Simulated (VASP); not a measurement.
Crystal: Ca3As.

```
Ca As
1.0
     5.28688    0.00000    0.00000
     0.00000    5.28688    0.00000
     0.00000    0.00000    3.48255
Ca As
3 1
Cartesian
  0.0000 2.6434 1.7413
  2.6434 0.0000 1.7413
  0.0000 0.0000 0.0000
  2.6434 2.6434 1.7413
```

The cell was generated, and may not be a known phase.

```yaml
Program: VASP 6.6.1
Task: relaxation of cell and atoms
Functional: PBE
Potentials_or_basis: VASP PAW PBE potentials, release 64 (Ca_sv, As)
Cutoff: 600 eV
k_mesh: 4 × 4 × 6
Occupations: gaussian, width 0.1 eV
Spin: no spin polarisation
```

At the start: pressure 18.3 GPa; volume 24.34 Å³/atom.

Question: How do energy, volume and symmetry change on relaxing?

Answer: Over 14 steps the energy falls by 621.5 meV/atom and the volume is 44.27 Å³/atom (+81.9 %); space group P4/mmm (No. 123, to 0.1 Å) before and after.

Step by step:
```
step  energy change (eV)  largest force (eV/Å)  pressure (GPa)  volume (Å³)
   1              0.0000                0.0000           18.32        97.34
   2             -1.9589                0.0000            0.31       141.93
   3             -1.9591                0.0000            0.23       142.46
   4             -2.0063                0.0000            0.11       144.20
   5             -2.1031                0.0000            0.02       149.01
   6             -2.3450                0.0000            0.35       156.84
   7             -2.2028                0.0000            3.45       165.88
   8             -2.4295                0.0000            1.24       161.32
   9             -2.4797                0.0000           -0.17       175.65
  10             -2.4797                0.0000           -0.19       175.89
  11             -2.4851                0.0000           -0.15       178.19
  12             -2.4857                0.0000           -0.14       179.33
  13             -2.4857                0.0000           -0.14       179.17
  14             -2.4860                0.0000            0.09       177.08
```

Final structure:
```yaml
crystal:
  lattice:
    - [5.62194, 0.00000, 0.00000]
    - [0.00000, 5.62194, 0.00000]
    - [0.00000, 0.00000, 5.60267]
  atoms:
    - { symbol: Ca, position: [0.00000, 0.50000, 0.50000] }
    - { symbol: Ca, position: [0.50000, 0.00000, 0.50000] }
    - { symbol: Ca, position: [0.00000, 0.00000, 0.00000] }
    - { symbol: As, position: [0.50000, 0.50000, 0.50000] }
```

Caveat: the volume moved by over 15 % at a fixed basis, so the end points are rough.
